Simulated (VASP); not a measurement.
# NiSb (P6_3/mmc) in VASP: notebook, part 2 of 2

VASP 6.6.1. The steps go on from the part before.

**3. Single point, PBEsol**

This run uses another cell than the first one, of 17.10 Å³/atom.

File INCAR:

```
SYSTEM = NiSb
PREC = Accurate ; ENCUT = 520
EDIFF = 1E-6 ; ISMEAR = 0
SIGMA = 0.1 ; LREAL = .False.
LASPH = .True. ; NELM = 60
ALGO = Normal ; ISIF = 2
LWAVE = .False. ; LCHARG = .True.
GGA = PS ; LELF = .True.
LVHAR = .True. ; NBANDS = 23
```

File KPOINTS:

```
regular mesh
0
Gamma
  12 12 8
  0 0 0
```

File POSCAR:

```
NiSb
1.0
    3.9280000000      0.0000000000      0.0000000000
   -1.9640000000      3.4017477861      0.0000000000
    0.0000000000      0.0000000000      5.1200000000
Ni Sb
2 2
Direct
    0.0000000000      0.0000000000      0.0000000000
    0.0000000000      0.0000000000      0.5000000000
    0.3333333333      0.6666666667      0.2500000000
    0.6666666667      0.3333333333      0.7500000000
```

Potentials or basis: VASP PAW PBE potentials, release 64 (Ni, Sb).

Started as:

```console
> cat potpaw_PBE.64/Ni/POTCAR potpaw_PBE.64/Sb/POTCAR > POTCAR
> mpirun -np 1 vasp_std > vasp.out
```

It took 3.8 min on 1 thread of Intel Xeon 8259CL, shared host; peak memory 0.28 GiB.

The run converged. Its results:

* Free energy: -22.6788 eV
* Pressure: -1.9 GPa
* Band gap on the k mesh: zero (bands 15 and 16 overlap by 3.36 eV)

Stress tensor (GPa, compression positive):
```
-1.69  0.00  0.00
 0.00 -1.69  0.00
 0.00  0.00 -2.37
```

Levels at points of the mesh, in eV from the Fermi level:
| k point | band 11 | band 12 | band 13 | band 14 | band 15 | band 16 | band 17 | band 18 | band 19 | band 20 |
| --- | --- | --- | --- | --- | --- | --- | --- | --- | --- | --- |
| (0.00, 0.00, 0.00) | -1.35 | -1.35 | -0.04 | 0.57 | 0.57 | 2.48 | 2.48 | 3.09 | 4.03 | 5.31 |
| (0.50, 0.00, 0.00) | -2.11 | -1.89 | -1.62 | -1.41 | -1.33 | -0.38 | 1.13 | 3.40 | 3.98 | 5.35 |
| (0.00, 0.00, 0.50) | -2.11 | -2.11 | 0.24 | 0.24 | 2.07 | 2.07 | 2.07 | 2.07 | 5.18 | 5.18 |
| (0.50, 0.00, 0.50) | -1.93 | -1.93 | -1.82 | -1.82 | 0.18 | 0.18 | 1.68 | 1.68 | 5.16 | 5.16 |

Caveat: the PAW data sets were made with another functional, which shifts forces and pressure a little; spin-orbit coupling is left out, which moves the levels of the heavy elements. Spin polarisation is off, so any magnetic state and its effect on volume and gap are missing.

**4. Single point, PBEsol (17.34 Å³/atom)**

This run uses another cell than the first one, of 17.34 Å³/atom.

File INCAR:

```
SYSTEM = NiSb
PREC = Accurate
ENCUT = 520
EDIFF = 1E-6
ISMEAR = 0
SIGMA = 0.1
LREAL = .False.
LASPH = .True.
NELM = 80
ALGO = Normal
ISIF = 2
LWAVE = .False.
LCHARG = .False.
GGA = PS
NBANDS = 23
```

File KPOINTS:

```
Automatic mesh
0
Gamma
  12 12 8
  0 0 0
```

File POSCAR:

```
NiSb
1.0
    3.9547816357      0.0000000000      0.0000000000
   -1.9773908179      3.4249413630      0.0000000000
    0.0000000000      0.0000000000      5.1204711536
Ni Sb
2 2
Direct
    0.0000000000      0.0000000000      0.0000000000
    0.0000000000      0.0000000000      0.5000000000
    0.3333333333      0.6666666667      0.2500000000
    0.6666666667      0.3333333333      0.7500000000
```

Started as:

```console
> cat potpaw_PBE.64/Ni/POTCAR potpaw_PBE.64/Sb/POTCAR > POTCAR
> mpirun -np 1 vasp_std > vasp.out
```

Wall time 3.8 min (1 thread of Intel Xeon 8259CL, shared host); peak memory 0.28 GiB.

It converged, with:

```
Free energy            : -22.6632 eV
Pressure               : -3.5 GPa
Band gap on the k mesh : zero (bands 15 and 16 overlap by 3.28 eV)
```

Stress tensor (GPa, compression positive):
```
-3.56  0.00  0.00
 0.00 -3.56  0.00
 0.00  0.00 -3.44
```

Levels at points of the mesh, in eV from the Fermi level:
| k point | band 12 | band 13 | band 14 | band 15 | band 16 | band 17 | band 18 | band 19 |
| --- | --- | --- | --- | --- | --- | --- | --- | --- |
| (0.00, 0.00, 0.00) | -1.29 | 0.00 | 0.54 | 0.54 | 2.41 | 2.41 | 3.02 | 3.98 |
| (0.50, 0.00, 0.00) | -1.83 | -1.57 | -1.35 | -1.28 | -0.40 | 1.15 | 3.38 | 3.93 |
| (0.00, 0.00, 0.50) | -2.05 | 0.23 | 0.23 | 2.02 | 2.02 | 2.02 | 2.02 | 5.12 |
| (0.50, 0.00, 0.50) | -1.89 | -1.77 | -1.77 | 0.18 | 0.18 | 1.63 | 1.63 | 5.18 |

Caveat: the cell stands under tension; the PAW data sets were made with another functional, which shifts forces and pressure a little; spin-orbit coupling is left out, which moves the levels of the heavy elements. Spin polarisation is off, so any magnetic state and its effect on volume and gap are missing.

**5. Single point, PBEsol (17.84 Å³/atom)**

This run uses another cell than the first one, of 17.84 Å³/atom.

File INCAR:

```
  PREC = Accurate
  ENCUT = 520
  EDIFF = 1E-6
  ISMEAR = 0
  SIGMA = 0.1
  LREAL = F
  LASPH = T
  NELM = 60
  ALGO = Normal
  ISIF = 2
  LWAVE = F
  LCHARG = T
  GGA = PS
  LELF = T
  LVHAR = T
  NBANDS = 23
```

File KPOINTS:

```
regular mesh
0
Gamma
  12 12 8
```

File POSCAR:

```
NiSb
1.0
    3.9928107151      0.0000000000      0.0000000000
   -1.9964053576      3.4578755118      0.0000000000
    0.0000000000      0.0000000000      5.1697094737
Ni Sb
2 2
Direct
    0.0000000000      0.0000000000      0.0000000000
    0.0000000000      0.0000000000      0.5000000000
    0.3333333333      0.6666666667      0.2500000000
    0.6666666667      0.3333333333      0.7500000000
```

Started as:

```console
> cat potpaw_PBE.64/Ni/POTCAR potpaw_PBE.64/Sb/POTCAR > POTCAR
> mpirun -np 1 vasp_std > vasp.out
```

It took 3.6 min on 1 thread of Intel Xeon 8259CL, shared host; peak memory 0.28 GiB.

The run converged. Its results:

- Free energy: -22.5993 eV
- Pressure: -6.5 GPa
- Band gap on the k mesh: zero (bands 15 and 16 overlap by 3.15 eV)

Stress tensor (GPa, compression positive):
```
-6.56  0.00  0.00
 0.00 -6.56  0.00
 0.00  0.00 -6.44
```

Levels at points of the mesh, in eV from the Fermi level:
```tsv
k point	band 12	band 13	band 14	band 15	band 16	band 17	band 18	band 19
(0.00, 0.00, 0.00)	-1.22	0.01	0.54	0.54	2.35	2.35	3.01	3.86
(0.50, 0.00, 0.00)	-1.74	-1.49	-1.27	-1.21	-0.42	1.13	3.38	3.81
(0.00, 0.00, 0.50)	-1.94	0.15	0.15	1.97	1.97	1.97	1.97	5.03
(0.50, 0.00, 0.50)	-1.78	-1.68	-1.68	0.21	0.21	1.56	1.56	5.09
```

Caveat: the cell stands under tension; the PAW data sets were made with another functional, which shifts forces and pressure a little; spin-orbit coupling is left out, which moves the levels of the heavy elements.

**6. Single point, PBEsol (18.52 Å³/atom)**

This run uses another cell than the first one, of 18.52 Å³/atom.

File INCAR:

```
SYSTEM = NiSb
PREC     = Accurate       ! precision mode
ENCUT    = 520            ! plane-wave cutoff, eV
EDIFF    = 1E-6           ! SCF threshold, eV
ISMEAR   = 0              ! smearing method
SIGMA    = 0.1            ! smearing width, eV
LREAL    = .FALSE.        ! projectors in reciprocal space
LASPH    = .TRUE.         ! aspherical terms in the spheres
NELM     = 80             ! most SCF steps
ALGO     = Normal         ! electronic algorithm
ISIF     = 2              ! what is computed and relaxed
LWAVE    = .FALSE.        ! write WAVECAR
LCHARG   = .FALSE.        ! write CHGCAR
GGA      = PS             ! functional
NBANDS   = 23             ! bands
```

File KPOINTS:

```
Automatic mesh
0
G
  12 12 8
  0 0 0
```

File POSCAR:

```
NiSb
1.0
    4.0424159204      0.0000000000      0.0000000000
   -2.0212079602      3.5008348797      0.0000000000
    0.0000000000      0.0000000000      5.2339360344
Ni Sb
2 2
Direct
    0.0000000000      0.0000000000      0.0000000000
    0.0000000000      0.0000000000      0.5000000000
    0.3333333333      0.6666666667      0.2500000000
    0.6666666667      0.3333333333      0.7500000000
```

Potentials or basis: VASP PAW PBE potentials, release 64 (Ni, Sb).

Started as:

```console
> cat potpaw_PBE.64/Ni/POTCAR potpaw_PBE.64/Sb/POTCAR > POTCAR
> mpirun -np 1 vasp_std > vasp.out
```

Run time: 3.5 min. Hardware: 1 thread of Intel Xeon 8259CL, shared host; peak memory 0.29 GiB.

The run converged. Its results:

```yaml
Free_energy: -22.4613 eV
Pressure: -9.7 GPa
Band_gap_on_the_k_mesh: zero (bands 15 and 16 overlap by 3.00 eV)
```

Stress tensor (GPa, compression positive):
```
-9.79  0.00  0.00
 0.00 -9.79  0.00
 0.00  0.00 -9.65
```

Levels at points of the mesh, in eV from the Fermi level:
```
           k point  band 11  band 12  band 13  band 14  band 15  band 16  band 17  band 18  band 19  band 20
(0.00, 0.00, 0.00)    -1.13    -1.13     0.03     0.54     0.54     2.28     2.28     2.99     3.70     4.62
(0.50, 0.00, 0.00)    -1.81    -1.62    -1.39    -1.18    -1.12    -0.45     1.10     3.38     3.66     5.17
(0.00, 0.00, 0.50)    -1.81    -1.81     0.07     0.07     1.91     1.91     1.91     1.91     4.91     4.91
(0.50, 0.00, 0.50)    -1.65    -1.65    -1.56    -1.56     0.24     0.24     1.48     1.48     4.97     4.97
```

Caveat: the cell stands under tension; the PAW data sets were made with another functional, which shifts forces and pressure a little; spin-orbit coupling is left out, which moves the levels of the heavy elements. Spin polarisation is off, so any magnetic state and its effect on volume and gap are missing.

**7. Overview**

| cell | gap on the mesh (eV) | pressure (GPa) |
| --- | --- | --- |
| a = 3.916, b = 3.916, c = 5.070 Å, angles 90.0, 90.0, 120.0°, 4 atoms | none | 0.1 |
| a = 3.928, b = 3.928, c = 5.120 Å, angles 90.0, 90.0, 120.0°, 4 atoms | none | -1.9 |
| a = 3.955, b = 3.955, c = 5.120 Å, angles 90.0, 90.0, 120.0°, 4 atoms | none | -3.5 |
| a = 3.993, b = 3.993, c = 5.170 Å, angles 90.0, 90.0, 120.0°, 4 atoms | none | -6.5 |
| a = 4.042, b = 4.042, c = 5.234 Å, angles 90.0, 90.0, 120.0°, 4 atoms | none | -9.7 |

Alike in all rows: task single point; level PBEsol; potentials or basis VASP PAW PBE potentials, release 64 (Ni, Sb); no spin polarisation; k mesh 12 × 12 × 8; cutoff (eV) 520; smearing gaussian 0.1 eV.

Caveats: the PAW data sets were made with another functional, which shifts forces and pressure a little; spin-orbit coupling is left out, which moves the levels of the heavy elements; the cell stands under tension (at least some runs).

Absolute energies hang on the potentials; compare differences alone.
